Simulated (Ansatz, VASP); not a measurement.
**TiAl in VASP and in Ansatz**

```
Ti Al
1.0
     3.17906    0.00000    0.00000
     0.00000    3.17906    0.00000
     0.00000    0.00000    3.17906
Ti Al
1 1
Direct
  0.00000 0.00000 0.00000
  0.50000 0.50000 0.50000
```

Alike in both runs: task relaxation of cell and atoms; functional PBE; k mesh 14 × 14 × 14; occupations gaussian, width 0.1 eV; no spin polarisation.

|  | VASP | Ansatz |
| --- | --- | --- |
| version | VASP 6.6.1 | Ansatz 0.2.0 |
| potentials or method | VASP PAW PBE potentials, release 64 (Ti_sv, Al), cutoff 600 eV | scalar-relativistic, plane waves, PAW |
| valence electrons in the cell | 15 | 15 |

```tsv
	VASP	Ansatz	Ansatz less VASP
gap on the k mesh at the Fermi level, each at its own relaxed structure (eV)	none	none	-
relaxed volume (Å³/atom)	16.17	16.17	+0.007
relaxed length of the cell vector where the two differ most in proportion (Å)	3.186	3.186	+0.0005
```

A gap of «none» marks a metal or a gap that the smearing closes.
